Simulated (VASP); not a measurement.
Mo, 2 atoms in the cell. The structure is hexagonal, space group P6_3/mmc (No. 194). Conventional cell: a = 2.756 Å, b = 2.756 Å, c = 4.898 Å, α = 90.00°, β = 90.00°, γ = 120.00°. Mo (site symmetry -6m2) has 12 Mo at 2.76 to 2.92 Å within 3.6 Å. This isn't the form of Mo at room conditions, which is bcc.

```yaml
Program: VASP 6.6.1
Task: relaxation of cell and atoms
Functional: PBE
Potentials_or_basis: VASP PAW PBE potentials, release 64 (Mo_sv)
Cutoff: 600 eV
k_mesh: 17 × 17 × 9
Occupations: fermi-dirac, width 0.05 eV
Spin: no spin polarisation
Dipole_correction: no
Further_INCAR_settings: ALGO = Normal; EDIFF = 1e-06; IBRION = 2; EDIFFG = -0.005; NSW = 45; ISIF = 3
```

Potentials or basis: VASP PAW PBE potentials, release 64 (Mo_sv).

Launch:

```bash
$ cat potpaw_PBE.64/Mo_sv/POTCAR > POTCAR
$ mpirun -np 1 vasp_std > vasp.out
```

Hardware: 1 thread of Intel Xeon 8259CL (shared host).

Task: How long does it take, and how much memory?

Result: Run time: 4.4 min on 1 thread of Intel Xeon 8259CL, on a shared host, peak memory 0.24 GiB. Counts: scf iterations 24, k points 165, ion steps 3.
